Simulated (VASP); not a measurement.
## KCl: electric field gradients with PBEsol

The system is KCl.

```
CELL_PARAMETERS angstrom
3.63400 0.00000 0.00000
0.00000 3.63400 0.00000
0.00000 0.00000 3.70668
ATOMIC_POSITIONS crystal
K 0.00000 0.00000 0.00000
Cl 0.50000 0.50000 0.50000
```

This cell differs from its parent crystal: zz strain of +2 %.

| Property | Result |
| --- | --- |
| Program | VASP 6.6.1 |
| Task | electric field gradients |
| Functional | PBEsol |
| Potentials or basis | VASP PAW PBE potentials, release 64 (K_sv, Cl) |
| Cutoff | 400 eV |
| k mesh | 7 × 7 × 7 |
| Occupations | fermi-dirac, width 0.02 eV |
| Spin | no spin polarisation |
| Dipole correction | no |
| Further INCAR settings | ALGO = Normal; EDIFF = 1e-08; NBANDS = 15 |

```
Pressure                                : 1.8 GPa
Band gap on the k mesh                  : 5.25 eV (least direct gap 5.45 eV)
Largest electric field gradient by atom : K -2.6; Cl +5.1 V/Å²
```

Stress tensor (GPa, compression positive):
```
2.09 0.00 0.00
0.00 2.09 0.00
0.00 0.00 1.11
```

Levels at points of the mesh, in eV from the valence-band top:
```tsv
k point	band 5	band 6	band 7	band 8	band 9	band 10	band 11	band 12
(0.00, 0.00, 0.00)	-11.09	-0.32	-0.20	-0.20	5.25	6.21	6.29	10.93
```

Electric field gradients, principal values (V/Å²):
```csv
atom,least,middle,greatest (by size)
1 K,1.301,1.301,-2.602
2 Cl,-2.530,-2.530,5.061
```

It took 30 s on 1 thread of Intel Xeon 8259CL, on a shared host, peak memory 0.14 GiB.

Caveat: the cell differs from its parent crystal (zz strain of +2 %); without QUAD_EFG the Cq values of the log hold for a quadrupole moment of 1 mb, not for the nuclei; the PAW data sets were made with another functional, which shifts forces and pressure a little. A k mesh can miss the band edges.
